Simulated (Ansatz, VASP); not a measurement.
**Rb2MnF6 in VASP and in Ansatz**

```
Rb Mn F
1.0
     0.00000    4.21500    4.21500
     4.21500    0.00000    4.21500
     4.21500    4.21500    0.00000
Rb Mn F
2 1 6
Direct
  0.25000 0.25000 0.25000
  0.75000 0.75000 0.75000
  0.00000 0.00000 0.00000
  0.79500 0.20500 0.20500
  0.20500 0.79500 0.20500
  0.20500 0.79500 0.79500
  0.79500 0.20500 0.79500
  0.20500 0.20500 0.79500
  0.79500 0.79500 0.20500
```

Alike in both runs: task single point; functional LDA; k mesh 4 × 4 × 4; occupations gaussian, width 0.05 eV; collinear spin.

|  | VASP | Ansatz |
| --- | --- | --- |
| version | VASP 6.6.1 | Ansatz 0.2.0 |
| potentials or method | VASP PAW LDA potentials, release 64 (Rb_sv, Mn_pv, F), cutoff 520 eV | scalar-relativistic, plane waves, PAW |
| valence electrons in the cell | 73 | 75 |

|  | VASP | Ansatz | Ansatz less VASP |
| --- | --- | --- | --- |
| gap on the k mesh at the Fermi level (eV) | 2.09 | 2.21 | +0.118 |
| least direct gap on the mesh (eV) | 2.09 | 2.21 | +0.118 |
| pressure (GPa) | 5.9 | 5.2 | -0.73 |
| rms of the force components (eV/Å) | 1.065 | 0.950 | -0.1143 |
| net moment per atom (μB) | 0.33 | 0.33 | 0.000 |
| size of the moment on the site where the two differ most (μB) | 2.58 | 2.22 | -0.358 |

LDA's correlation is that of Perdew and Zunger in VASP and of Perdew and Wang (1992) in Ansatz. Site moments also hang on the region over which each program counts them. Atom by atom the forces differ by 0.114 eV/Å (rms over components). VASP's potentials hold 73 valence electrons a cell and Ansatz's 75, so a difference there can come from the potentials and not from the codes. Ansatz's warnings: specified occupation not kept, symmetry narrowed by occupation matrices.
